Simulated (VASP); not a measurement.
**AlN: electric field gradients with PBE**

The system is AlN.

```
Al N
1.0
     3.01767    0.00000    0.00000
    -1.50884    2.61338    0.00000
     0.00000    0.00000    4.97800
Al N
2 2
Cartesian
  0.0000 1.7423 0.0000
  1.5088 0.8711 2.4890
  0.0000 1.7423 1.9165
  1.5088 0.8711 4.4055
```

This cell differs from its parent crystal: equal xx and yy strain of -3 %.

| Item | Value |
| --- | --- |
| Program | VASP 6.6.1 |
| Task | electric field gradients |
| Functional | PBE |
| Potentials or basis | VASP PAW PBE potentials, release 64 (Al, N) |
| Cutoff | 520 eV |
| k mesh | 11 × 11 × 6 |
| Occupations | fermi-dirac, width 0.02 eV |
| Spin | no spin polarisation |
| Dipole correction | no |
| Further INCAR settings | ALGO = Normal; EDIFF = 1e-08; NBANDS = 16 |

* Pressure: 19.0 GPa
* Largest force: 0.604 eV/Å
* Band gap on the k mesh: 4.78 eV
* Largest electric field gradient by atom: Al +16.8; N +7.5 V/Å²

Forces in eV/Å, atoms in the order of the input:
```
Al   0.000  0.000  0.604
Al   0.000  0.000  0.604
N    0.000  0.000 -0.604
N    0.000  0.000 -0.604
```

Stress tensor (GPa, compression positive):
```
24.87  0.00  0.00
 0.00 24.87  0.00
 0.00  0.00  7.23
```

Levels at points of the mesh, in eV from the valence-band top:
```csv
k point,band 5,band 6,band 7,band 8,band 9,band 10,band 11,band 12
"(0.00, 0.00, 0.00)",-0.73,-0.15,-0.15,0.00,4.78,7.60,11.08,11.96
"(0.00, 0.00, 0.50)",-0.45,-0.45,-0.45,-0.45,7.22,7.22,10.78,10.78
```

Electric field gradients, principal values (V/Å²):
```
atom   least  middle  greatest (by size)
1 Al  -8.377  -8.377              16.753
2 Al  -8.377  -8.377              16.753
 3 N  -3.731  -3.734               7.465
 4 N  -3.731  -3.734               7.465
```

Wall time 64 s on 1 thread of Intel Xeon 8259CL, on a shared host, peak memory 0.17 GiB.

Caveat: the cell differs from its parent crystal (equal xx and yy strain of -3 %); the stress differs along the axes, from 7 to 25 GPa; without QUAD_EFG the Cq values of the log hold for a quadrupole moment of 1 mb, not for the nuclei. A k mesh can miss the band edges.
